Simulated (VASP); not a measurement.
# Ge (Pm-3n) in VASP: further runs

The runs below take Ge through single point, relaxation of cell and atoms, with LDA.

Program: VASP 6.6.1. These are calculated values, not measurements. Logs are shortened: lines on timing, memory, paths and dates and some standing lists are left out, and cuts for length are marked.

## 1. The cell of the first run

It takes space group Pm-3n (No. 223, cubic). Conventional cell: a = 5.289 Å, b = 5.289 Å, c = 5.289 Å, α = 90.00°, β = 90.00°, γ = 90.00°. Within 3.9 Å of Ge (site symmetry m-3) lie 12 Ge at 2.96 Å. Within 3.5 Å of Ge (site symmetry -4m2) lie 14 Ge at 2.64 to 3.24 Å.

## 2. Single point, LDA

The input, INCAR:

```
SYSTEM = Ge
  PREC = Accurate
  ENCUT = 520
  EDIFF = 1E-6
  ISMEAR = -1
  SIGMA = 0.1
  LREAL = .False.
  LASPH = .True.
  NELM = 80
  ALGO = Normal
  ISIF = 2
  LWAVE = .False.
  LCHARG = .False.
  NBANDS = 66
```

The input, KPOINTS:

```
regular mesh
0
Gamma
  5 5 5
  0 0 0
```

The input, POSCAR:

```
Ge
1.0
    5.2889643432      0.0000000000      0.0000000000
    0.0000000000      5.2889643432      0.0000000000
    0.0000000000      0.0000000000      5.2889643432
Ge
8
Direct
    0.0000000000      1.0000000000      0.0000000000
    0.5000000000      0.5000000000      0.5000000000
    0.2500000000      0.0000000000      0.5000000000
    0.7500000000      0.0000000000      0.5000000000
    0.5000000000      0.2500000000      0.0000000000
    0.5000000000      0.7500000000      1.0000000000
    1.0000000000      0.5000000000      0.2500000000
    0.0000000000      0.5000000000      0.7500000000
```

Potentials or basis: VASP PAW LDA potentials, release 64 (Ge_d).

Run with:

```sh
$ cat potpaw_LDA.64/Ge_d/POTCAR > POTCAR
$ mpirun -np 1 vasp_std > vasp.out
```

OUTCAR:

```text
SYSTEM = Ge
   PREC = Accurate
   ENCUT = 520
   EDIFF = 1E-6
   ISMEAR = -1
   LREAL = .False.
   LASPH = .True.
   NELM = 80
   ISIF = 2

 ion  position               nearest neighbor table
   1  0.000  0.000  0.000-
   2  0.500  0.500  0.500-
   3  0.250  0.000  0.500-   4 2.64   4 2.64
   4  0.750  0.000  0.500-   3 2.64   3 2.64
   5  0.500  0.250  0.000-   6 2.64   6 2.64
   6  0.500  0.750  0.000-   5 2.64   5 2.64
   7  0.000  0.500  0.250-   8 2.64   8 2.64
   8  0.000  0.500  0.750-   7 2.64   7 2.64

  LATTYP: Found a simple cubic cell.
 ALAT       =     5.2889643432

  Lattice vectors:

 A1 = (   5.2889643432,   0.0000000000,   0.0000000000)
 A2 = (   0.0000000000,   5.2889643432,   0.0000000000)
 A3 = (   0.0000000000,   0.0000000000,   5.2889643432)

Analysis of symmetry for initial positions (statically):
=====================================================================
 Subroutine PRICEL returns:
 Original cell was already a primitive cell.

 Routine SETGRP: Setting up the symmetry group for a
 simple cubic supercell.

 Subroutine GETGRP returns: Found 48 space group operations
 (whereof 24 operations were pure point group operations)
 out of a pool of 48 trial point group operations.

The static configuration has the point symmetry T_h .
 The point group associated with its full space group is O_h .

Analysis of symmetry for dynamics (positions and initial velocities):
=====================================================================
 Subroutine PRICEL returns:
 Original cell was already a primitive cell.

 Routine SETGRP: Setting up the symmetry group for a
 simple cubic supercell.

 Subroutine GETGRP returns: Found 48 space group operations
 (whereof 24 operations were pure point group operations)
 out of a pool of 48 trial point group operations.

The dynamic configuration has the point symmetry T_h .
 The point group associated with its full space group is O_h .

 Subroutine INISYM returns: Found 48 space group operations
 (whereof 24 operations are pure point group operations),
 and found     1 'primitive' translations

----------------------------------------------------------------------------------------

                                     Primitive cell

  volume of cell :     147.9490

  direct lattice vectors                    reciprocal lattice vectors
     5.288964343  0.000000000  0.000000000     0.189072933  0.000000000  0.000000000
     0.000000000  5.288964343  0.000000000     0.000000000  0.189072933  0.000000000
     0.000000000  0.000000000  5.288964343     0.000000000  0.000000000  0.189072933

  length of vectors
     5.288964343  5.288964343  5.288964343     0.189072933  0.189072933  0.189072933

  position of ions in fractional coordinates (direct lattice)
     0.000000000  0.000000000  0.000000000
     0.500000000  0.500000000  0.500000000
     0.250000000  0.000000000  0.500000000
     0.750000000  0.000000000  0.500000000
     0.500000000  0.250000000  0.000000000
     0.500000000  0.750000000  0.000000000
     0.000000000  0.500000000  0.250000000
     0.000000000  0.500000000  0.750000000

  ion indices of the primitive-cell ions
   primitive index   ion index
                 1           1
                 2           2
                 3           3
                 4           4
                 5           5
                 6           6
                 7           7
                 8           8

----------------------------------------------------------------------------------------

 KPOINTS: regular mesh

Automatic generation of k-mesh.
 Grid dimensions read from file:
 generate k-points for:    5    5    5

 Generating k-lattice:

  Cartesian coordinates                     Fractional coordinates (reciprocal lattice)
     0.037814587  0.000000000  0.000000000     0.200000000  0.000000000  0.000000000
     0.000000000  0.037814587  0.000000000     0.000000000  0.200000000  0.000000000
     0.000000000  0.000000000  0.037814587     0.000000000  0.000000000  0.200000000

  Length of vectors
     0.037814587  0.037814587  0.037814587

  Shift w.r.t. Gamma in fractional coordinates (k-lattice)
     0.000000000  0.000000000  0.000000000

 Subroutine IBZKPT returns following result:
 ===========================================

 Found     10 irreducible k-points:

 Following reciprocal coordinates:
            Coordinates               Weight
  0.000000  0.000000  0.000000      1.000000
  0.200000  0.000000  0.000000      6.000000
  0.400000  0.000000  0.000000      6.000000
  0.200000  0.200000  0.000000     12.000000
  0.400000  0.200000  0.000000     24.000000
  0.400000  0.400000  0.000000     12.000000
  0.200000  0.200000  0.200000      8.000000
  0.400000  0.200000  0.200000     24.000000
  0.400000  0.400000  0.200000     24.000000
  0.400000  0.400000  0.400000      8.000000
   k-points           NKPTS =     10   k-points in BZ     NKDIM =     10   number of bands    NBANDS=     66
   number of dos      NEDOS =    301   number of ions     NIONS =      8
   total plane-waves  NPLWV =  64000
   dimension x,y,z NGX =    40 NGY =   40 NGZ =   40
   dimension x,y,z NGXF=    80 NGYF=   80 NGZF=   80
   ions per type =               8
   NGX,Y,Z   is equivalent  to a cutoff of  12.57, 12.57, 12.57 a.u.
   NGXF,Y,Z  is equivalent  to a cutoff of  25.15, 25.15, 25.15 a.u.
 SYSTEM =  Ge
   PREC   = accura    normal or accurate (medium, high low for compatibility)
   ISTART =      0    job   : 0-new  1-cont  2-samecut
   ICHARG =      2    charge: 1-file 2-atom 10-const
   ISPIN  =      1    spin polarized calculation?
   LNONCOLLINEAR =      F non collinear calculations
   LSORBIT =      F    spin-orbit coupling
   LASPH  =      T    aspherical Exc in radial PAW
   ENCUT  =  520.0 eV  38.22 Ry    6.18 a.u.   9.83  9.83  9.83*2*pi/ulx,y,z
   NELM   =     80;   NELMIN=  2; NELMDL= -5     # of ELM steps
   EDIFF  = 0.1E-05   stopping-criterion for ELM
   LREAL  =      F    real-space projection
   EDIFFG = 0.1E-04   stopping-criterion for IOM
   NSW    =      0    number of steps for IOM
   IBRION =     -1    ionic relax: 0-MD 1-quasi-New 2-CG
   NFREE  =      0    steps in history (QN), initial steepest desc. (CG)
   ISIF   =      2    stress and relaxation
   ISYM   =      2    0-nonsym 1-usesym 2-fastsym
   POTIM  = 0.5000    time-step for ionic-motion
   TEBEG  =    0.0;   TEEND  =   0.0 temperature during run
   PSTRESS=    0.0 pullay stress
   NELECT =     112.0000    total number of electrons
   NUPDOWN=      -1.0000    fix difference up-down
   EMIN   =  10.00;   EMAX   =-10.00  energy-range for DOS
   EFERMI =   0.00;   METHOD = LEGACY
   ISMEAR =    -1;   SIGMA  =   0.10  broadening in eV -4-tet -1-fermi 0-gaus
   EFERMI_NEDOS =   21; number of points for ismear=-14 and -15
   IALGO  =     38    algorithm
   IMIX   =      4    mixing-type and parameters
     AMIX     =   0.40;   BMIX     =  1.00
     AMIX_MAG =   1.60;   BMIX_MAG =  1.00
  volume/ion in A,a.u.               =      18.49       124.80
  Fermi-wavevector in a.u.,A,eV,Ry     =   1.492028  2.819523 30.288561  2.226146
  Thomas-Fermi vector in A             =   2.604608
   LORBIT       =      0    0 simple, 1 ext, 2 COOP (PROOUT), +10 PAW based schemes
   GGA     = CA    functional components
   LHFCALC =     F    Hartree Fock is set to
   AEXX    =    0.0000 exact exchange contribution
   IVDW    =     0    specifies the selected vdW correction
   LEPSILON=     F    determine dielectric tensor
   LRPA    =     F    only Hartree local field effects (RPA)
 non-spin polarized calculation
  energy-cutoff  :      520.00
  volume of cell :      147.95
 maximum number of plane-waves:      4004
 NGX is ok and might be reduce to    40
   NGX = 19   NGY = 19   NGZ = 19

 number of electron     112.0000048 magnetization

 Free energy of the ion-electron system (eV)
  ---------------------------------------------------
  ext. energy  EPLUGINS =         0.00000000
  ---------------------------------------------------
  free energy    TOTEN  =       -38.77746387 eV

  energy without entropy =      -38.62278842  energy(sigma->0) =      -38.70012614

 E-fermi :   6.7234     XC(G=0): -11.6688

 val. band max:        6.6498974865   @ k =   0.4000   0.4000   0.2000
 cond. band min:       6.7271796538   @ k =   0.0000   0.0000   0.0000
 fundamental gap:      0.0772821673
 Fermi energy:         6.7233680222

 k-point     1 :       0.0000    0.0000    0.0000
  band No.  band energies     occupation
      1     -18.1981      2.00000
      2     -18.1927      2.00000
      3     -18.1927      2.00000
      4     -18.1222      2.00000
      5     -18.1222      2.00000
      6     -18.1222      2.00000
[... 58 lines left out ...]
     65      10.1816      0.00000
     66      10.1816      0.00000

 k-point     2 :       0.2000    0.0000    0.0000
  band No.  band energies     occupation
      1     -18.1960      2.00000
      2     -18.1929      2.00000
      3     -18.1700      2.00000
      4     -18.1254      2.00000
      5     -18.1175      2.00000
      6     -18.1175      2.00000
[... 58 lines left out ...]
     65      11.0422      0.00000
     66      11.8825      0.00000

 k-point     3 :       0.4000    0.0000    0.0000
  band No.  band energies     occupation
      1     -18.1946      2.00000
      2     -18.1935      2.00000
      3     -18.1256      2.00000
      4     -18.1181      2.00000
      5     -18.1109      2.00000
      6     -18.1109      2.00000
[... 472 lines left out ...]
     65      10.6253      0.00000
     66      10.7229      0.00000

 k-point    10 :       0.4000    0.4000    0.4000
  band No.  band energies     occupation
      1     -18.1104      2.00000
      2     -18.1092      2.00000
      3     -18.1092      2.00000
      4     -18.0986      2.00000
      5     -18.0968      2.00000
      6     -18.0968      2.00000
[... 58 lines left out ...]
     65       9.9656      0.00000
     66       9.9700      0.00000

------------------------ aborting loop because EDIFF is reached ----------------------------------------

  FORCE on cell =-STRESS in cart. coord.  units (eV):
  Direction    XX          YY          ZZ          XY          YZ          ZX
  --------------------------------------------------------------------------------------
  -------------------------------------------------------------------------------------
  Total       -0.1117709     -0.1117709     -0.1117709      0.0000000     -0.0000000      0.0000000
  in kB       -1.2103953     -1.2103953     -1.2103953      0.0000000     -0.0000000      0.0000000
  external PRESSURE =      -1.2103953 kB  Pullay stress =       0.0000000 kB

 VOLUME and BASIS-vectors are now :
 -----------------------------------------------------------------------------
  energy-cutoff  :      520.00
  volume of cell :      147.95
      direct lattice vectors                 reciprocal lattice vectors
     5.288964343  0.000000000  0.000000000     0.189072933  0.000000000  0.000000000
     0.000000000  5.288964343  0.000000000     0.000000000  0.189072933  0.000000000
     0.000000000  0.000000000  5.288964343     0.000000000  0.000000000  0.189072933

 POSITION                                       TOTAL-FORCE (eV/Angst)
 -----------------------------------------------------------------------------------
      0.00000      0.00000      0.00000        -0.000000     -0.000000     -0.000000
      2.64448      2.64448      2.64448        -0.000000     -0.000000     -0.000000
      1.32224      0.00000      2.64448         0.000000      0.000000      0.000000
      3.96672      0.00000      2.64448        -0.000000     -0.000000     -0.000000
      2.64448      1.32224      0.00000        -0.000000      0.000000      0.000000
      2.64448      3.96672      0.00000        -0.000000     -0.000000     -0.000000
      0.00000      2.64448      1.32224         0.000000      0.000000      0.000000
      0.00000      2.64448      3.96672        -0.000000     -0.000000     -0.000000
 -----------------------------------------------------------------------------------
    total drift:                               -0.000000     -0.000000     -0.000000

  FREE ENERGIE OF THE ION-ELECTRON SYSTEM (eV)
  ---------------------------------------------------
  free  energy   TOTEN  =       -38.7774638689 eV

  energy  without entropy=      -38.6227884198  energy(sigma->0) =      -38.70012614
```

Run time: 45 s. Hardware: 1 thread of Intel Xeon Platinum 8559C (Emerald Rapids), shared host; peak memory 0.22 GiB.

What came out:

| Quantity | Value |
| --- | --- |
| Free energy | -38.7775 eV |
| Pressure | -0.1 GPa |
| Band gap on the k mesh | zero (band 56 reaches 7.33 eV, above the bottom of band 57 at 5.45 eV) |

(Continued in part 2 of 2.)
